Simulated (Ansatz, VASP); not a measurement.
# WC: VASP beside Ansatz

```xyz
2
Lattice="0.0000 2.1927 2.1927 2.1105 0.0000 2.1927 2.1105 2.1927 0.0000" Properties=species:S:1:pos:R:3 pbc="T T T"
W     0.0000    0.0000    0.0000
C     2.1105    2.1927    2.1927
```

Change from the starting cell: strain -0.0375 x Voigt [1, 0, 0, 0, 0, 0], atoms carried along.

Alike in both runs: task single point; functional r2SCAN; k mesh 18 × 18 × 18; occupations gaussian, width 0.15 eV; no spin polarisation.

```csv
,VASP,Ansatz
version,VASP 6.6.1,Ansatz 0.2.0
potentials or method,"VASP PAW PBE potentials, release 64 (W_sv, C), cutoff 520 eV","scalar-relativistic, plane waves, PAW"
valence electrons in the cell,18,18
```

```csv
,VASP,Ansatz,Ansatz less VASP
gap on the k mesh at the Fermi level (eV),none,none,-
pressure (GPa),12.8,11.0,-1.85
"traceless stress, the component that is largest in VASP (GPa)",18.39,18.35,-0.045
```

VASP's potentials were made for PBE, not for r2SCAN. A gap of «none» marks a metal or a gap that the smearing closes.

Neither program's run includes spin-orbit coupling.
